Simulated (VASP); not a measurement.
Set up this calculation in VASP 6.6.1, as the native input.

```yaml
Task: relaxation of cell and atoms
Functional: PBE
Dispersion: D4
Potentials_or_basis: VASP PAW PBE potentials, release 64 (Al)
Cutoff: 600 eV
k_mesh: 12 × 12 × 12
Occupations: fermi-dirac, width 0.05 eV
Spin: no spin polarisation
Dipole_correction: no
Further_INCAR_settings: ALGO = Normal; EDIFF = 1e-06; IBRION = 2; EDIFFG = -0.01; NSW = 60; ISIF = 3
```

The structure of Al lies in POSCAR:

```
Al
1.0
   -1.5912186900      1.5912186900      1.5912186900
    1.5912186900     -1.5912186900      1.5912186900
    1.5912186900      1.5912186900     -1.5912186900
Al
1
Direct
    0.0000000000      0.0000000000      0.0000000000
```

The input as run:

INCAR

```
ALGO = Normal
EDIFF = 1E-6
EDIFFG = -0.01
ENCUT = 600
GGA = PE
IBRION = 2
ISIF = 3
ISMEAR = -1
IVDW = 13
LASPH = T
LCHARG = F
LREAL = F
LWAVE = F
NELM = 60
NSW = 60
PREC = Accurate
SIGMA = 0.05
```

KPOINTS

```
k-points
0
Gamma
  12 12 12
```

Potentials or basis: VASP PAW PBE potentials, release 64 (Al).

Command:

```console
$ cat potpaw_PBE.64/Al/POTCAR > POTCAR
$ mpirun -np 1 vasp_std > vasp.out
```

Results of the run:

```json
{"Relaxed volume": "16.22 Å³/atom", "Relaxed cell": "a = 2.762 Å, b = 2.762 Å, c = 2.762 Å, α = 109.47°, β = 109.47°, γ = 109.47°", "Space group after relaxing (to 0.05 Å)": "Im-3m (No. 229)", "Energy gained by relaxing": "0.1 meV/atom", "Ionic steps": "2", "Pressure after relaxing": "-0.1 GPa", "Dispersion energy per atom": "-0.349 eV"}
```

Caveat: pairwise dispersion overbinds metals, which lowers pressure and volume.

Run time: 5.3 s on 1 thread of Intel(R) Xeon(R) 6975P-C (Granite Rapids) (shared host), peak memory 0.13 GiB.
